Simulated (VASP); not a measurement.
# Sr in VASP: further runs, part 2 of 2

VASP 6.6.1. The steps go on from the part before.

**4. Relaxation of cell and atoms, PBEsol**

Input file INCAR:

```
ALGO = Normal
EDIFF = 1E-6
EDIFFG = -0.005
ENCUT = 600
GGA = PS
IBRION = 2
ISIF = 3
ISMEAR = 0
LASPH = True
LCHARG = False
LREAL = False
LWAVE = False
NELM = 80
NSW = 100
PREC = Accurate
SIGMA = 0.1
```

Input file KPOINTS:

```
k-points
0
Gamma
  12 12 12
```

Input file POSCAR:

```
Sr
1.0
    0.0000000000      2.9579193979      2.9579193979
    2.9579193979      0.0000000000      2.9579193979
    2.9579193979      2.9579193979      0.0000000000
Sr
1
Direct
    0.0000000000      0.0000000000      0.0000000000
```

Potentials or basis: VASP PAW PBE potentials, release 64 (Sr_sv).

Launch:

```console
cat potpaw_PBE.64/Sr_sv/POTCAR > POTCAR
mpirun -np 1 vasp_std > vasp.out
```

OUTCAR:

```text
EDIFF = 1E-6
   EDIFFG = -0.005
   ENCUT = 600
   GGA = PS
   IBRION = 2
   ISIF = 3
   ISMEAR = 0
   LASPH = True
   LREAL = False
   NELM = 80
   NSW = 100
   PREC = Accurate

 ion  position               nearest neighbor table
   1  0.000  0.000  0.000-

  LATTYP: Found a face centered cubic cell.
 ALAT       =     5.9158387958

  Lattice vectors:

 A1 = (   0.0000000000,   2.9579193979,   2.9579193979)
 A2 = (   2.9579193979,   0.0000000000,   2.9579193979)
 A3 = (   2.9579193979,   2.9579193979,   0.0000000000)

Analysis of symmetry for initial positions (statically):
=====================================================================
 Subroutine PRICEL returns:
 Original cell was already a primitive cell.

 Routine SETGRP: Setting up the symmetry group for a
 face centered cubic supercell.

 Subroutine GETGRP returns: Found 48 space group operations
 (whereof 48 operations were pure point group operations)
 out of a pool of 48 trial point group operations.

The static configuration has the point symmetry O_h .

Analysis of symmetry for dynamics (positions and initial velocities):
=====================================================================
 Subroutine PRICEL returns:
 Original cell was already a primitive cell.

 Routine SETGRP: Setting up the symmetry group for a
 face centered cubic supercell.

 Subroutine GETGRP returns: Found 48 space group operations
 (whereof 48 operations were pure point group operations)
 out of a pool of 48 trial point group operations.

The dynamic configuration has the point symmetry O_h .

 Subroutine INISYM returns: Found 48 space group operations
 (whereof 48 operations are pure point group operations),
 and found     1 'primitive' translations

----------------------------------------------------------------------------------------

                                     Primitive cell

  volume of cell :      51.7594

  direct lattice vectors                    reciprocal lattice vectors
     0.000000000  2.957919398  2.957919398    -0.169037737  0.169037737  0.169037737
     2.957919398  0.000000000  2.957919398     0.169037737 -0.169037737  0.169037737
     2.957919398  2.957919398  0.000000000     0.169037737  0.169037737 -0.169037737

  length of vectors
     4.183129729  4.183129729  4.183129729     0.292781948  0.292781948  0.292781948

  position of ions in fractional coordinates (direct lattice)
     0.000000000  0.000000000  0.000000000

  ion indices of the primitive-cell ions
   primitive index   ion index
                 1           1

----------------------------------------------------------------------------------------

 KPOINTS: k-points

Automatic generation of k-mesh.
 Grid dimensions read from file:
 generate k-points for:   12   12   12

 Generating k-lattice:
[... 94 lines left out ...]
 non-spin polarized calculation
 Gauss-broadening in eV      SIGMA  =   0.10
  energy-cutoff  :      600.00
  volume of cell :       51.76
 maximum number of plane-waves:      1759
 NGX is ok and might be reduce to    36
   NGX = 17   NGY = 17   NGZ = 17

--------------------------------------- Ionic step        1  -------------------------------------------

 number of electron      10.0000000 magnetization

 Free energy of the ion-electron system (eV)
  ---------------------------------------------------
  ext. energy  EPLUGINS =         0.00000000
  ---------------------------------------------------
  free energy    TOTEN  =        -1.84232690 eV

  energy without entropy =       -1.83663524  energy(sigma->0) =       -1.83948107

------------------------ aborting loop because EDIFF is reached ----------------------------------------

  FORCE on cell =-STRESS in cart. coord.  units (eV):
  Direction    XX          YY          ZZ          XY          YZ          ZX
  --------------------------------------------------------------------------------------
  -------------------------------------------------------------------------------------
  Total        0.0121761      0.0121761      0.0121761      0.0000000     -0.0000000     -0.0000000
  in kB        0.3769035      0.3769035      0.3769035      0.0000000     -0.0000000     -0.0000000
  external PRESSURE =       0.3769035 kB  Pullay stress =       0.0000000 kB

 VOLUME and BASIS-vectors are now :
 -----------------------------------------------------------------------------
  energy-cutoff  :      600.00
  volume of cell :       51.76
      direct lattice vectors                 reciprocal lattice vectors
     0.000000000  2.957919398  2.957919398    -0.169037737  0.169037737  0.169037737
     2.957919398  0.000000000  2.957919398     0.169037737 -0.169037737  0.169037737
     2.957919398  2.957919398  0.000000000     0.169037737  0.169037737 -0.169037737

 POSITION                                       TOTAL-FORCE (eV/Angst)
 -----------------------------------------------------------------------------------
      0.00000      0.00000      0.00000         0.000000      0.000000      0.000000
 -----------------------------------------------------------------------------------
    total drift:                               -0.000000      0.000000      0.000000

  FREE ENERGIE OF THE ION-ELECTRON SYSTEM (eV)
  ---------------------------------------------------
  free  energy   TOTEN  =        -1.8423269016 eV

  energy  without entropy=       -1.8366352389  energy(sigma->0) =       -1.83948107

--------------------------------------- Ionic step        2  -------------------------------------------

 number of electron      10.0000000 magnetization

 Free energy of the ion-electron system (eV)
  ---------------------------------------------------
  ext. energy  EPLUGINS =         0.00000000
  ---------------------------------------------------
  free energy    TOTEN  =        -1.84234249 eV

  energy without entropy =       -1.83660544  energy(sigma->0) =       -1.83947397

 E-fermi :   1.7088     XC(G=0):  -7.6160

 val. band max:        1.6941760884   @ k =  -0.3333   0.3333   0.1667
 cond. band min:       1.7286058786   @ k =  -0.3333   0.3333   0.1667
 fundamental gap:      0.0344297901
 Fermi energy:         1.7087699026

 k-point     1 :       0.0000    0.0000    0.0000
  band No.  band energies     occupation
      1     -34.7244      2.00000
      2     -16.6142      2.00000
      3     -16.6142      2.00000
      4     -16.6142      2.00000
      5      -2.0511      2.00000
      6       4.0923      0.00000
      7       4.0923      0.00000
      8       4.0923      0.00000
      9       5.6642      0.00000
[... 265 lines left out ...]
 k-point    24 :      -0.4167    0.1667    0.0000
  band No.  band energies     occupation
      1     -34.7038      2.00000
      2     -16.8363      2.00000
      3     -16.6917      2.00000
      4     -16.6563      2.00000
      5       0.9085      2.00000
      6       1.8386      0.06631
      7       3.3125      0.00000
      8       4.2733      0.00000
      9       6.4581      0.00000

 [... further k-points ...]

------------------------ aborting loop because EDIFF is reached ----------------------------------------

  FORCE on cell =-STRESS in cart. coord.  units (eV):
  Direction    XX          YY          ZZ          XY          YZ          ZX
  --------------------------------------------------------------------------------------
  -------------------------------------------------------------------------------------
  Total        0.0041557      0.0041557      0.0041557      0.0000000      0.0000000     -0.0000000
  in kB        0.1284102      0.1284102      0.1284102      0.0000000      0.0000000     -0.0000000
  external PRESSURE =       0.1284102 kB  Pullay stress =       0.0000000 kB

 VOLUME and BASIS-vectors are now :
 -----------------------------------------------------------------------------
  energy-cutoff  :      600.00
  volume of cell :       51.85
      direct lattice vectors                 reciprocal lattice vectors
    -0.000000000  2.959656903  2.959656903    -0.168938501  0.168938501  0.168938501
     2.959656903 -0.000000000  2.959656903     0.168938501 -0.168938501  0.168938501
     2.959656903  2.959656903 -0.000000000     0.168938501  0.168938501 -0.168938501

 POSITION                                       TOTAL-FORCE (eV/Angst)
 -----------------------------------------------------------------------------------
      0.00000      0.00000      0.00000         0.000000      0.000000     -0.000000
 -----------------------------------------------------------------------------------
    total drift:                               -0.000000      0.000000      0.000000

  FREE ENERGIE OF THE ION-ELECTRON SYSTEM (eV)
  ---------------------------------------------------
  free  energy   TOTEN  =        -1.8423424927 eV

  energy  without entropy=       -1.8366054410  energy(sigma->0) =       -1.83947397

 reached required accuracy - stopping structural energy minimisation
```

OSZICAR:

```text
N       E                     dE             d eps       ncg     rms          rms(c)
DAV:   1     0.398747589309E+02    0.39875E+02   -0.52735E+03  1296   0.108E+03
DAV:   2    -0.218153446995E+00   -0.40093E+02   -0.39564E+02  1450   0.174E+02
DAV:   3    -0.177096603364E+01   -0.15528E+01   -0.15278E+01  1839   0.289E+01
DAV:   4    -0.184535278700E+01   -0.74387E-01   -0.74317E-01  1876   0.544E+00
DAV:   5    -0.184769555650E+01   -0.23428E-02   -0.23422E-02  2013   0.591E-01    0.121E+01
DAV:   6    -0.184436868179E+01    0.33269E-02   -0.58013E-03  1655   0.106E+00    0.684E+00
DAV:   7    -0.184230629667E+01    0.20624E-02   -0.11167E-02  1876   0.138E+00    0.247E-01
DAV:   8    -0.184230260954E+01    0.36871E-05   -0.10467E-03  1815   0.203E-01    0.764E-02
DAV:   9    -0.184232211621E+01   -0.19507E-04   -0.37045E-05  1848   0.490E-02    0.370E-02
DAV:  10    -0.184232714999E+01   -0.50338E-05   -0.49266E-06  1725   0.220E-02    0.929E-03
DAV:  11    -0.184232690164E+01    0.24836E-06   -0.15997E-07   820   0.376E-03
   1 F= -.18423269E+01 E0= -.18394811E+01  d E =-.184233E+01
       N       E                     dE             d eps       ncg     rms          rms(c)
DAV:   1    -0.184255072011E+01   -0.22357E-03   -0.52650E-03  1502   0.602E-01    0.126E-01
DAV:   2    -0.184238804144E+01    0.16268E-03   -0.43165E-04  1404   0.207E-01    0.439E-02
DAV:   3    -0.184233475553E+01    0.53286E-04   -0.23775E-04  1940   0.981E-02    0.405E-02
DAV:   4    -0.184234061574E+01   -0.58602E-05   -0.76010E-06  2060   0.207E-02    0.218E-02
DAV:   5    -0.184234235203E+01   -0.17363E-05   -0.23515E-05  1894   0.296E-02    0.500E-03
DAV:   6    -0.184234249273E+01   -0.14070E-06   -0.15797E-07   776   0.290E-03
   2 F= -.18423425E+01 E0= -.18394740E+01  d E =-.155911E-04
```

Run time: 40 s. Hardware: 1 thread of Intel Xeon Platinum 8259CL at 2.50GHz (Skylake/Cascade Lake), shared host; peak memory 0.22 GiB.

Results:

```
Free energy                           : -1.8423 eV
Relaxed volume                        : 51.85 Å³/atom
Relaxed cell                          : a = 4.186 Å, b = 4.186 Å, c = 4.186 Å, α = 60.00°, β = 60.00°, γ = 60.00°
Space group after relaxing (to 0.1 Å) : Fm-3m (No. 225)
Energy gained by relaxing             : 0.0 meV/atom
Ionic steps                           : 2
Pressure after relaxing               : 0.0 GPa
Band gap on the k mesh                : zero (filled and empty bands overlap)
```

Final structure:
```xyz
1
Lattice="0.0000 2.9597 2.9597 2.9597 0.0000 2.9597 2.9597 2.9597 0.0000" Properties=species:S:1:pos:R:3 pbc="T T T"
Sr    0.0000    0.0000    0.0000
```

Levels at points of the mesh, in eV from the Fermi level:
| k point | band 3 | band 4 | band 5 | band 6 | band 7 | band 8 |
| --- | --- | --- | --- | --- | --- | --- |
| (0.00, 0.00, 0.00) | -18.32 | -18.32 | -3.76 | 2.38 | 2.38 | 2.38 |
| (0.50, 0.00, 0.00) | -18.36 | -18.36 | -1.18 | 0.14 | 2.22 | 2.22 |
| (0.50, 0.50, 0.00) | -18.41 | -18.41 | -0.72 | 0.27 | 1.18 | 5.09 |

Caveat: the PAW data sets were made with another functional, which shifts forces and pressure a little.

**5. Single point, PBEsol (strain along c alone, the other axes held: -2.0 %)**

Input file INCAR:

```
PREC = Accurate
ENCUT = 520
EDIFF = 1E-6
ISMEAR = 0
SIGMA = 0.1
LREAL = F
LASPH = T
NELM = 100
ALGO = Fast
ISIF = 2
LWAVE = F
LCHARG = F
GGA = PS
NBANDS = 17
```

Input file KPOINTS:

```
Automatic mesh
0
Gamma
  12 12 10
```

Input file POSCAR:

```
Sr
1.0
    2.9579193978      2.9579193978      0.0000000000
   -2.9579193978      2.9579193978      0.0000000000
    0.0000000000      0.0000000000      5.7975220197
Sr
2
Direct
    0.0000000000      0.0000000000      0.0000000000
    0.5000000000      0.5000000000      0.5000000000
```

Potentials or basis: VASP PAW PBE potentials, release 64 (Sr_sv).

Launch:

```console
cat potpaw_PBE.64/Sr_sv/POTCAR > POTCAR
mpirun -np 1 vasp_std > vasp.out
```

OUTCAR:

```text
PREC = Accurate
   ENCUT = 520
   EDIFF = 1E-6
   ISMEAR = 0
   LREAL = F
   LASPH = T
   NELM = 100
   ISIF = 2
   GGA = PS

 ion  position               nearest neighbor table
   1  0.000  0.000  0.000-   2 4.14   2 4.14   2 4.14   2 4.14   2 4.14   2 4.14   2 4.14   2 4.14

   2  0.500  0.500  0.500-   1 4.14   1 4.14   1 4.14   1 4.14   1 4.14   1 4.14   1 4.14   1 4.14

  LATTYP: Found a simple tetragonal cell.
 ALAT       =     4.1831297288
 C/A-ratio  =     1.3859292911

  Lattice vectors:

 A1 = (   2.9579193978,   2.9579193978,   0.0000000000)
 A2 = (  -2.9579193978,   2.9579193978,   0.0000000000)
 A3 = (   0.0000000000,   0.0000000000,   5.7975220197)

Analysis of symmetry for initial positions (statically):
=====================================================================
 Subroutine PRICEL returns following result:

  LATTYP: Found a body centered tetragonal cell.
 ALAT       =     4.1831297288
 C/A-ratio  =     1.3859292911

  Lattice vectors:

 A1 = (   0.0000000000,  -2.9579193978,  -2.8987610098)
 A2 = (   0.0000000000,   2.9579193978,  -2.8987610099)
[... 181 lines left out ...]

  energy without entropy =       -3.67394426  energy(sigma->0) =       -3.67881530

 E-fermi :   1.7971     XC(G=0):  -7.6863

 val. band max:        1.7884448632   @ k =   0.3333   0.2500   0.2000
 cond. band min:       1.8106311649   @ k =   0.5000   0.4167   0.5000
 fundamental gap:      0.0221863018
 Fermi energy:         1.7971043500

 k-point     1 :       0.0000    0.0000    0.0000
  band No.  band energies     occupation
      1     -34.6061      2.00000
      2     -34.5774      2.00000
      3     -16.7384      2.00000
      4     -16.5927      2.00000
      5     -16.5927      2.00000
      6     -16.4913      2.00000
[... 457 lines left out ...]
      4     -16.7045      2.00000
      5     -16.6076      2.00000
      6     -16.5794      2.00000
[... 9 lines left out ...]
     16       5.8430      0.00000
     17       6.0146      0.00000

 [... further k-points ...]

------------------------ aborting loop because EDIFF is reached ----------------------------------------

  FORCE on cell =-STRESS in cart. coord.  units (eV):
  Direction    XX          YY          ZZ          XY          YZ          ZX
  --------------------------------------------------------------------------------------
  -------------------------------------------------------------------------------------
  Total        0.1765145      0.1765145      0.2133946      0.0000000      0.0000000      0.0000000
  in kB        2.7876991      2.7876991      3.3701480      0.0000000      0.0000000      0.0000000
  external PRESSURE =       2.9818487 kB  Pullay stress =       0.0000000 kB

 VOLUME and BASIS-vectors are now :
 -----------------------------------------------------------------------------
  energy-cutoff  :      520.00
  volume of cell :      101.45
      direct lattice vectors                 reciprocal lattice vectors
     2.957919398  2.957919398  0.000000000     0.169037737  0.169037737  0.000000000
    -2.957919398  2.957919398  0.000000000    -0.169037737  0.169037737  0.000000000
     0.000000000  0.000000000  5.797522020     0.000000000  0.000000000  0.172487486

 POSITION                                       TOTAL-FORCE (eV/Angst)
 -----------------------------------------------------------------------------------
      0.00000      0.00000      0.00000         0.000000      0.000000      0.000000
      0.00000      2.95792      2.89876        -0.000000     -0.000000     -0.000000
 -----------------------------------------------------------------------------------
    total drift:                               -0.000000      0.000000     -0.000000

  FREE ENERGIE OF THE ION-ELECTRON SYSTEM (eV)
  ---------------------------------------------------
  free  energy   TOTEN  =        -3.6836863337 eV

  energy  without entropy=       -3.6739442599  energy(sigma->0) =       -3.67881530
```

OSZICAR:

```text
N       E                     dE             d eps       ncg     rms          rms(c)
DAV:   1     0.101445602297E+03    0.10145E+03   -0.93601E+03  5712   0.102E+03
DAV:   2     0.319821024744E+01   -0.98247E+02   -0.96748E+02  7513   0.219E+02
DAV:   3    -0.352843593602E+01   -0.67266E+01   -0.67110E+01 10248   0.417E+01
DAV:   4    -0.369314161179E+01   -0.16471E+00   -0.16461E+00  7586   0.538E+00
DAV:   5    -0.369601748339E+01   -0.28759E-02   -0.28755E-02  9039   0.617E-01    0.173E+01
RMM:   6    -0.368827591223E+01    0.77416E-02   -0.10415E-02  6177   0.111E+00    0.987E+00
RMM:   7    -0.368299826496E+01    0.52776E-02   -0.22159E-02  6678   0.163E+00    0.346E-01
RMM:   8    -0.368348098868E+01   -0.48272E-03   -0.82661E-03  7750   0.448E-01    0.125E-01
RMM:   9    -0.368362754645E+01   -0.14656E-03   -0.13598E-03  9205   0.140E-01    0.125E-01
RMM:  10    -0.368367313374E+01   -0.45587E-04   -0.46919E-04  8781   0.874E-02    0.219E-01
RMM:  11    -0.368368421254E+01   -0.11079E-04   -0.71981E-05  8519   0.406E-02    0.171E-02
RMM:  12    -0.368368577933E+01   -0.15668E-05   -0.41731E-05  8377   0.196E-02    0.192E-02
RMM:  13    -0.368368633373E+01   -0.55440E-06   -0.56920E-06  6993   0.913E-03
   1 F= -.36836863E+01 E0= -.36788153E+01  d E =-.974207E-02
```

stdout:

```text
POSCAR found type information on POSCAR Sr
 POSCAR found :  1 types and       2 ions
 scaLAPACK will be used
 -----------------------------------------------------------------------------
|                                                                             |
|                                                                             |
|     You enforced a specific xc type in the INCAR file but a different       |
|     I HOPE YOU KNOW WHAT YOU ARE DOING!                                     |
|                                                                             |
 -----------------------------------------------------------------------------

 LDA part: xc-table for (Slater+PW92), standard interpolation
 POSCAR, INCAR and KPOINTS ok, starting setup
 FFT: planning ... GRIDC
 FFT: planning ... GRID_SOFT
 FFT: planning ... GRID
 WAVECAR not read
 entering main loop
WARNING in EDDRMM: call to ZHEGV failed, returncode =   6  3     14
WARNING in EDDRMM: call to ZHEGV failed, returncode =   6  3      9
```

Run time: 2.4 min. Hardware: 1 thread of Oxide Virtual Turin-like, shared host; peak memory 0.35 GiB.

Results:

```
Free energy            : -3.6837 eV
Pressure               : 0.3 GPa
Band gap on the k mesh : zero (filled and empty bands touch)
```

Caveat: the cell differs from its parent crystal (strain along c alone, the other axes held: -2.0 %); the PAW data sets were made with another functional, which shifts forces and pressure a little.

**6. The runs side by side**

```csv
task,cell,k mesh,cutoff (eV),smearing,gap on the mesh (eV),pressure (GPa)
single point,"a = 4.183 Å, angles 60.0°, 1 atom, atomic positions A",10 × 10 × 10,520,gaussian 0.01 eV,none,0.0
single point,"a = 4.183 Å, angles 60.0°, 1 atom, atomic positions A",12 × 12 × 12,520,gaussian 0.1 eV,none,0.0
relaxation of cell and atoms,"relaxed from a = 4.183 Å, angles 60.0°, 1 atom, atomic positions A",12 × 12 × 12,600,gaussian 0.1 eV,none,0.0
single point,"a = 4.183, b = 4.183, c = 5.798 Å, 2 atoms, atomic positions B",12 × 12 × 10,520,gaussian 0.1 eV,none,0.3
```

Alike in all rows: level PBEsol; potentials or basis VASP PAW PBE potentials, release 64 (Sr_sv); no spin polarisation.

Caveats: the PAW data sets were made with another functional, which shifts forces and pressure a little.

Absolute energies hang on the potentials; compare differences alone.

The gap in the log of VASP goes by the Fermi energy; the results here count the filled bands.